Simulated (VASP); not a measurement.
Set up this calculation in VASP 6.6.1, as the native input.

- Task: relaxation of cell and atoms
- Functional: PBE
- Potentials or basis: VASP PAW PBE potentials, release 64 (Hg, Te)
- Cutoff: 600 eV
- k mesh: 11 × 11 × 11
- Occupations: fermi-dirac, width 0.1 eV
- Spin: no spin polarisation
- Target pressure: -0.021 GPa
- Dipole correction: no
- Further INCAR settings: ALGO = Normal; EDIFF = 1e-07; IBRION = 2; EDIFFG = -0.005; NSW = 32; ISIF = 3

The structure of HgTe (rocksalt type) lies in POSCAR:

```
HgTe
1.0
    0.0000000000      3.0722318150      3.0722318150
    3.0722318150      0.0000000000      3.0722318150
    3.0722318150      3.0722318150      0.0000000000
Hg Te
1 1
Direct
    0.0000000000      0.0000000000      0.0000000000
    0.5000000000      0.5000000000      0.5000000000
```

One way to write it, as run:

INCAR

```
SYSTEM = HgTe
PREC = Accurate ; ENCUT = 600
EDIFF = 1E-7 ; ISMEAR = -1
SIGMA = 0.1 ; LREAL = .FALSE.
LASPH = .TRUE. ; NELM = 80
ALGO = Normal ; ISIF = 3
LWAVE = .FALSE. ; LCHARG = .FALSE.
GGA = PE ; IBRION = 2
NSW = 32 ; EDIFFG = -0.005
PSTRESS = -0.21000000000000002
```

KPOINTS

```
regular mesh
0
G
  11 11 11
  0 0 0
```

Potentials or basis: VASP PAW PBE potentials, release 64 (Hg, Te).

Run with:

```sh
$ cat potpaw_PBE.64/Hg/POTCAR potpaw_PBE.64/Te/POTCAR > POTCAR
$ mpirun -np 1 vasp_std > vasp.out
```

Results of the run:

```json
{
 "Relaxed volume": "29.08 Å³/atom",
 "Relaxed cell": "a = 4.349 Å, b = 4.349 Å, c = 4.349 Å, α = 60.00°, β = 60.00°, γ = 60.00°",
 "Space group after relaxing (to 0.1 Å)": "Fm-3m (No. 225)",
 "Energy change on relaxing (the run minimises the enthalpy)": "-0.0 meV/atom",
 "Ionic steps": "3",
 "Pressure after relaxing": "0.0 GPa",
 "Band gap on the k mesh": "zero (bands 9 and 10 overlap by 2.38 eV)"
}
```

Caveat: the cell is relaxed towards a set pressure, so the run minimises the enthalpy, not the energy; spin-orbit coupling is left out, which moves the levels of the heavy elements.

It took 62 s on 1 thread of AMD EPYC 9R45 96-Core Processor (Zen 5) (shared host), peak memory 0.21 GiB.
